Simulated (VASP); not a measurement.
Set up this calculation in VASP 6.6.1, as the native input.

```yaml
Task: single point
Functional: PBE
Potentials_or_basis: VASP PAW PBE potentials, release 64 (Sc_sv, Cu)
Cutoff: 520 eV
k_mesh: 12 × 12 × 8
Occupations: gaussian, width 0.1 eV
Spin: no spin polarisation
Dipole_correction: no
Further_INCAR_settings: ALGO = Fast; EDIFF = 1e-07; NBANDS = 36
```

The structure of Sc2Cu3 lies in POSCAR:

```
Sc2Cu3
1.0
    4.8225849905      0.0000000000      0.0000000000
   -2.4112924953      4.1764811137      0.0000000000
    0.0000000000      0.0000000000      5.1244975576
Sc Cu
2 3
Direct
    0.3333333333      0.6666666667      0.5000000000
    0.6666666667      0.3333333333      0.5000000000
    0.3333333333      0.6666666667      0.0000000000
    0.6666666667      0.3333333333      0.0000000000
    0.0000000000      0.0000000000      0.5000000000
```

The cell was generated, and may not be a known phase.

The input as run:

INCAR

```
SYSTEM = Sc2Cu3
PREC = Accurate ; ENCUT = 520
EDIFF = 1E-7 ; ISMEAR = 0
SIGMA = 0.1 ; LREAL = .FALSE.
LASPH = .TRUE. ; NELM = 100
ALGO = Fast ; ISIF = 2
LWAVE = .FALSE. ; LCHARG = .TRUE.
GGA = PE ; LELF = .TRUE.
LVHAR = .TRUE. ; NBANDS = 36
```

KPOINTS

```
regular mesh
0
G
  12 12 8
  0 0 0
```

Potentials or basis: VASP PAW PBE potentials, release 64 (Sc_sv, Cu).

The run is started by

```bash
$ cat potpaw_PBE.64/Sc_sv/POTCAR potpaw_PBE.64/Cu/POTCAR > POTCAR
$ mpirun -np 1 vasp_std > vasp.out
```

It gave:

| Item | Value |
| --- | --- |
| Pressure | 0.3 GPa |
| Band gap on the k mesh | zero (an odd number of electrons rules out a gap without spin polarisation) |

Run time: 11 min on 1 thread of Oxide Virtual Turin-like Processor (shared host), peak memory 0.39 GiB.
